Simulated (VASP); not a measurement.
Here is a VASP 6.6.1 calculation.

Contents of INCAR:

```
PREC     = Accurate       # precision mode
ENCUT    = 520            # plane-wave cutoff, eV
EDIFF    = 1E-6           # SCF threshold, eV
ISMEAR   = 0              # smearing method
SIGMA    = 0.05           # smearing width, eV
LREAL    = F              # projectors in reciprocal space
LASPH    = T              # aspherical terms in the spheres
NELM     = 60             # most SCF steps
ALGO     = Normal         # electronic algorithm
ISIF     = 2              # what is computed and relaxed
LWAVE    = F              # write WAVECAR
LCHARG   = F              # write CHGCAR
GGA      = PS             # functional
NBANDS   = 30             # bands
```

The input KPOINTS:

```
regular mesh
0
Gamma
  6 6 6
```

Contents of POSCAR:

```
P
1.0
    4.7423237432     -4.1851977852     -0.0096600381
    4.7423237432      4.1851977852     -0.0096600381
   -0.0350941193      0.0000000000      5.2942619569
P
8
Direct
    0.8512742797      0.8512742797      0.2375644293
    0.1487257203      0.1487257203      0.7624355707
    0.7191783959      0.7191783959      0.5855434286
    0.2808216041      0.2808216041      0.4144565714
    0.5015958456      0.7783891987      0.2493767515
    0.2216108013      0.4984041544      0.7506232485
    0.4984041544      0.2216108013      0.7506232485
    0.7783891987      0.5015958456      0.2493767515
```

Potentials or basis: VASP PAW PBE potentials, release 64 (P).

Run with:

```sh
$ cat potpaw_PBE.64/P/POTCAR > POTCAR
$ mpirun -np 1 vasp_std > vasp.out
```

(1) What does it give for the band gap on the k mesh?

(2) What does it give for the largest force?

Results:

(1) 2.11 eV (least direct gap 2.42 eV).

(2) 1.918 eV/Å.

Caveat: the cell differs from its parent crystal (strain +0.050 along x and y, +0.000 along z); the cell stands under tension; the PAW data sets were made with another functional, which shifts forces and pressure a little.
